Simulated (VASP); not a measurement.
Sb:

```xyz
2
Lattice="2.1506 1.2416 3.7440 -2.1506 1.2416 3.7440 0.0000 -2.4833 3.7440" Properties=species:S:1:pos:R:3 pbc="T T T"
Sb    0.0000    0.0000    2.6242
Sb    0.0000    0.0000    8.6078
```

| Property | Result |
| --- | --- |
| Program | VASP 6.6.1 |
| Task | relaxation of cell and atoms |
| Functional | PBEsol |
| Potentials or basis | VASP PAW PBE potentials, release 64 (Sb) |
| Cutoff | 600 eV |
| k mesh | 12 × 12 × 12 |
| Occupations | gaussian, width 0.1 eV |
| Spin | no spin polarisation |

At the start: pressure 0.6 GPa; volume 29.99 Å³/atom.

Problem. How do energy, volume and symmetry change on relaxing?

Solution. Over 9 steps the energy falls by 3.6 meV/atom and the volume is 29.82 Å³/atom (-0.6 %); space group R-3m (No. 166, to 0.1 Å) before and after.

Step by step:
```tsv
step	energy change (eV)	largest force (eV/Å)	pressure (GPa)	volume (Å³)
1	0.0000	0.2184	0.59	59.99
2	-0.0029	0.0384	-0.67	60.95
3	-0.0033	0.0814	-0.36	60.70
4	-0.0052	0.0552	-0.24	60.37
5	-0.0070	0.0033	0.10	59.56
6	-0.0070	0.0010	0.09	59.59
7	-0.0071	0.0165	-0.09	59.72
8	-0.0071	0.0116	-0.03	59.68
9	-0.0071	0.0016	0.01	59.64
```

Final structure:
```
Sb
1.0
     2.16297    1.24879    3.68010
    -2.16297    1.24879    3.68010
     0.00000   -2.49758    3.68010
Sb
2
Direct
  0.23624 0.23624 0.23624
  0.76376 0.76376 0.76376
```

Caveat: the PAW data sets were made with another functional, which shifts forces and pressure a little.
